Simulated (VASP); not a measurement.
# BiRu (Fm-3m) in VASP: notebook, part 2 of 2

VASP 6.6.1. Earlier steps stand in the parts before.

## 4. Single point, LDA

Contents of INCAR:

```
PREC = Accurate
ENCUT = 500
EDIFF = 1E-6
ISMEAR = -1
SIGMA = 0.1
LREAL = F
LASPH = T
NELM = 120
ALGO = Normal
ISIF = 2
LWAVE = F
LCHARG = T
LELF = T
LVHAR = T
NBANDS = 22
GGA_COMPAT = F
```

Contents of KPOINTS:

```
regular mesh
0
Gamma
  8 8 8
```

Contents of POSCAR:

```
BiRu
1.0
    0.0000000000      2.8287600000      2.8287600000
    2.8287600000      0.0000000000      2.8287600000
    2.8287600000      2.8287600000      0.0000000000
Ru Bi
1 1
Direct
    0.0000000000      0.0000000000      0.0000000000
    0.5000000000      0.5000000000      0.5000000000
```

Potentials or basis: VASP PAW LDA potentials, release 64 (Ru_pv, Bi_d).

The run is started by

```sh
cat potpaw_LDA.64/Ru_pv/POTCAR potpaw_LDA.64/Bi_d/POTCAR > POTCAR
mpirun -np 1 vasp_std > vasp.out
```

OUTCAR:

```text
PREC = Accurate
   ENCUT = 500
   EDIFF = 1E-6
   ISMEAR = -1
   LREAL = F
   LASPH = T
   NELM = 120
   ISIF = 2

 ion  position               nearest neighbor table
   1  0.000  0.000  0.000-   2 2.83   2 2.83   2 2.83   2 2.83   2 2.83   2 2.83
   2  0.500  0.500  0.500-   1 2.83   1 2.83   1 2.83   1 2.83   1 2.83   1 2.83

  LATTYP: Found a face centered cubic cell.
 ALAT       =     5.6575200000

  Lattice vectors:

 A1 = (   0.0000000000,   2.8287600000,   2.8287600000)
 A2 = (   2.8287600000,   0.0000000000,   2.8287600000)
 A3 = (   2.8287600000,   2.8287600000,   0.0000000000)

Analysis of symmetry for initial positions (statically):
=====================================================================
 Subroutine PRICEL returns:
 Original cell was already a primitive cell.

 Routine SETGRP: Setting up the symmetry group for a
 face centered cubic supercell.

 Subroutine GETGRP returns: Found 48 space group operations
 (whereof 48 operations were pure point group operations)
 out of a pool of 48 trial point group operations.

The static configuration has the point symmetry O_h .

Analysis of symmetry for dynamics (positions and initial velocities):
=====================================================================
 Subroutine PRICEL returns:
 Original cell was already a primitive cell.

 Routine SETGRP: Setting up the symmetry group for a
 face centered cubic supercell.

 Subroutine GETGRP returns: Found 48 space group operations
 (whereof 48 operations were pure point group operations)
 out of a pool of 48 trial point group operations.

The dynamic configuration has the point symmetry O_h .

 Subroutine INISYM returns: Found 48 space group operations
 (whereof 48 operations are pure point group operations),
 and found     1 'primitive' translations

----------------------------------------------------------------------------------------

                                     Primitive cell

  volume of cell :      45.2708

  direct lattice vectors                    reciprocal lattice vectors
     0.000000000  2.828760000  2.828760000    -0.176755893  0.176755893  0.176755893
     2.828760000  0.000000000  2.828760000     0.176755893 -0.176755893  0.176755893
     2.828760000  2.828760000  0.000000000     0.176755893  0.176755893 -0.176755893

  length of vectors
     4.000470757  4.000470757  4.000470757     0.306150187  0.306150187  0.306150187

  position of ions in fractional coordinates (direct lattice)
     0.000000000  0.000000000  0.000000000
     0.500000000  0.500000000  0.500000000

  ion indices of the primitive-cell ions
   primitive index   ion index
                 1           1
                 2           2

----------------------------------------------------------------------------------------

 KPOINTS: regular mesh

Automatic generation of k-mesh.
 Grid dimensions read from file:
 generate k-points for:    8    8    8

 Generating k-lattice:

  Cartesian coordinates                     Fractional coordinates (reciprocal lattice)
    -0.022094487  0.022094487  0.022094487     0.125000000  0.000000000  0.000000000
     0.022094487 -0.022094487  0.022094487     0.000000000  0.125000000  0.000000000
     0.022094487  0.022094487 -0.022094487     0.000000000  0.000000000  0.125000000

  Length of vectors
     0.038268773  0.038268773  0.038268773

  Shift w.r.t. Gamma in fractional coordinates (k-lattice)
     0.000000000  0.000000000  0.000000000

 Subroutine IBZKPT returns following result:
 ===========================================

 Found     29 irreducible k-points:

 Following reciprocal coordinates:
            Coordinates               Weight
  0.000000  0.000000  0.000000      1.000000
  0.125000  0.000000  0.000000      8.000000
  0.250000  0.000000  0.000000      8.000000
  0.375000  0.000000  0.000000      8.000000
  0.500000  0.000000  0.000000      4.000000
  0.125000  0.125000  0.000000      6.000000
[... 16 lines left out ...]
  0.500000  0.250000  0.125000     48.000000
 -0.375000  0.250000  0.125000     24.000000
 [... further k-points ...]
   k-points           NKPTS =     29   k-points in BZ     NKDIM =     29   number of bands    NBANDS=     22
   number of dos      NEDOS =    301   number of ions     NIONS =      2
   total plane-waves  NPLWV =  27000
   dimension x,y,z NGX =    30 NGY =   30 NGZ =   30
   dimension x,y,z NGXF=    60 NGYF=   60 NGZF=   60
   ions per type =               1   1
   NGX,Y,Z   is equivalent  to a cutoff of  12.47, 12.47, 12.47 a.u.
   NGXF,Y,Z  is equivalent  to a cutoff of  24.93, 24.93, 24.93 a.u.
 SYSTEM =  unknown system
   PREC   = accura    normal or accurate (medium, high low for compatibility)
   ISTART =      0    job   : 0-new  1-cont  2-samecut
   ICHARG =      2    charge: 1-file 2-atom 10-const
   ISPIN  =      1    spin polarized calculation?
   LNONCOLLINEAR =      F non collinear calculations
   LSORBIT =      F    spin-orbit coupling
   LASPH  =      T    aspherical Exc in radial PAW
   ENCUT  =  500.0 eV  36.75 Ry    6.06 a.u.   7.29  7.29  7.29*2*pi/ulx,y,z
   NELM   =    120;   NELMIN=  2; NELMDL= -5     # of ELM steps
   EDIFF  = 0.1E-05   stopping-criterion for ELM
   LREAL  =      F    real-space projection
   EDIFFG = 0.1E-04   stopping-criterion for IOM
   NSW    =      0    number of steps for IOM
   IBRION =     -1    ionic relax: 0-MD 1-quasi-New 2-CG
   NFREE  =      0    steps in history (QN), initial steepest desc. (CG)
   ISIF   =      2    stress and relaxation
   ISYM   =      2    0-nonsym 1-usesym 2-fastsym
   POTIM  = 0.5000    time-step for ionic-motion
   TEBEG  =    0.0;   TEEND  =   0.0 temperature during run
   PSTRESS=    0.0 pullay stress
   NELECT =      29.0000    total number of electrons
   NUPDOWN=      -1.0000    fix difference up-down
   EMIN   =  10.00;   EMAX   =-10.00  energy-range for DOS
   EFERMI =   0.00;   METHOD = LEGACY
   ISMEAR =    -1;   SIGMA  =   0.10  broadening in eV -4-tet -1-fermi 0-gaus
   EFERMI_NEDOS =   21; number of points for ismear=-14 and -15
   IALGO  =     38    algorithm
   IMIX   =      4    mixing-type and parameters
     AMIX     =   0.40;   BMIX     =  1.00
     AMIX_MAG =   1.60;   BMIX_MAG =  1.00
  volume/ion in A,a.u.               =      22.64       152.75
  Fermi-wavevector in a.u.,A,eV,Ry     =   1.411242  2.666860 27.097405  1.991603
  Thomas-Fermi vector in A             =   2.533113
   LORBIT       =      0    0 simple, 1 ext, 2 COOP (PROOUT), +10 PAW based schemes
   GGA     = CA    functional components
   LHFCALC =     F    Hartree Fock is set to
   AEXX    =    0.0000 exact exchange contribution
   IVDW    =     0    specifies the selected vdW correction
   LEPSILON=     F    determine dielectric tensor
   LRPA    =     F    only Hartree local field effects (RPA)
 non-spin polarized calculation
  energy-cutoff  :      500.00
  volume of cell :       45.27
 maximum number of plane-waves:      1174
 NGX is ok and might be reduce to    30
   NGX = 15   NGY = 15   NGZ = 15

 number of electron      29.0000006 magnetization

 Free energy of the ion-electron system (eV)
  ---------------------------------------------------
  ext. energy  EPLUGINS =         0.00000000
  ---------------------------------------------------
  free energy    TOTEN  =       -13.57269747 eV

  energy without entropy =      -13.48065326  energy(sigma->0) =      -13.52667537

 E-fermi :   8.5130     XC(G=0): -11.6617

 val. band max:        8.4503146763   @ k =  -0.3750   0.2500   0.0000
 cond. band min:       8.5155367394   @ k =   0.5000   0.2500   0.1250
 fundamental gap:      0.0652220631
 Fermi energy:         8.5129817879

 k-point     1 :       0.0000    0.0000    0.0000
  band No.  band energies     occupation
      1     -33.0801      2.00000
      2     -33.0801      2.00000
      3     -33.0801      2.00000
      4     -14.1655      2.00000
      5     -14.1655      2.00000
      6     -14.1042      2.00000
[... 14 lines left out ...]
     21      19.3953      0.00000
     22      19.3953      0.00000
[... 552 lines left out ...]
  band No.  band energies     occupation
      1     -33.0929      2.00000
      2     -33.0866      2.00000
      3     -33.0850      2.00000
      4     -14.1502      2.00000
      5     -14.1322      2.00000
      6     -14.0863      2.00000
[... 14 lines left out ...]
     21      19.6290      0.00000
     22      20.7562      0.00000

 [... further k-points ...]

------------------------ aborting loop because EDIFF is reached ----------------------------------------

  FORCE on cell =-STRESS in cart. coord.  units (eV):
  Direction    XX          YY          ZZ          XY          YZ          ZX
  --------------------------------------------------------------------------------------
  -------------------------------------------------------------------------------------
  Total       -3.5369313     -3.5369313     -3.5369313     -0.0000000      0.0000000     -0.0000000
  in kB     -125.1753756   -125.1753756   -125.1753756     -0.0000000      0.0000000     -0.0000000
  external PRESSURE =    -125.1753756 kB  Pullay stress =       0.0000000 kB

 VOLUME and BASIS-vectors are now :
 -----------------------------------------------------------------------------
  energy-cutoff  :      500.00
  volume of cell :       45.27
      direct lattice vectors                 reciprocal lattice vectors
     0.000000000  2.828760000  2.828760000    -0.176755893  0.176755893  0.176755893
     2.828760000  0.000000000  2.828760000     0.176755893 -0.176755893  0.176755893
     2.828760000  2.828760000  0.000000000     0.176755893  0.176755893 -0.176755893

 POSITION                                       TOTAL-FORCE (eV/Angst)
 -----------------------------------------------------------------------------------
      0.00000      0.00000      0.00000         0.000000      0.000000      0.000000
      2.82876      2.82876      2.82876        -0.000000     -0.000000     -0.000000
 -----------------------------------------------------------------------------------
    total drift:                                0.000000      0.000000      0.000000

  FREE ENERGIE OF THE ION-ELECTRON SYSTEM (eV)
  ---------------------------------------------------
  free  energy   TOTEN  =       -13.5726974744 eV

  energy  without entropy=      -13.4806532589  energy(sigma->0) =      -13.52667537
```

stdout:

```text
POSCAR found type information on POSCAR RuBi
 POSCAR found :  2 types and       2 ions
 scaLAPACK will be used
 LDA part: xc-table for (Slater(with rela. corr.)+CA(PZ))
 , standard interpolation
 POSCAR, INCAR and KPOINTS ok, starting setup
 FFT: planning ... GRIDC
 FFT: planning ... GRID_SOFT
 FFT: planning ... GRID
 WAVECAR not read
 entering main loop
```

It took 34 s on 1 thread of Intel Xeon Platinum 8259CL at 2.50GHz (Skylake/Cascade Lake), shared host; peak memory 0.16 GiB.

What came out:

```
Free energy            : -13.5727 eV
Pressure               : -12.5 GPa
Band gap on the k mesh : zero (an odd number of electrons rules out a gap without spin polarisation)
```

Caveat: the cell stands under tension; spin-orbit coupling is left out, which moves the levels of the heavy elements.

## 5. Summary

```csv
level,potentials or basis,k mesh,gap on the mesh (eV),pressure (GPa)
LDA,"VASP PAW LDA potentials, release 64 (Ru_pv, Bi_d)",6 × 6 × 6,none,-12.7
PBEsol,"VASP PAW PBE potentials, release 64 (Ru_pv, Bi_d)",6 × 6 × 6,none,-10.3
LDA,"VASP PAW LDA potentials, release 64 (Ru_pv, Bi_d)",8 × 8 × 8,none,-12.5
```

Alike in all rows: task single point; no spin polarisation; cell as given; cutoff (eV) 500; smearing fermi-dirac 0.1 eV.

Caveats: the cell stands under tension; spin-orbit coupling is left out, which moves the levels of the heavy elements; the PAW data sets were made with another functional, which shifts forces and pressure a little (at least some runs).

Total energies depend on the potentials used, so only differences within one code and one set of settings carry meaning.

The gap in the log of VASP goes by the Fermi energy; the results here count the filled bands.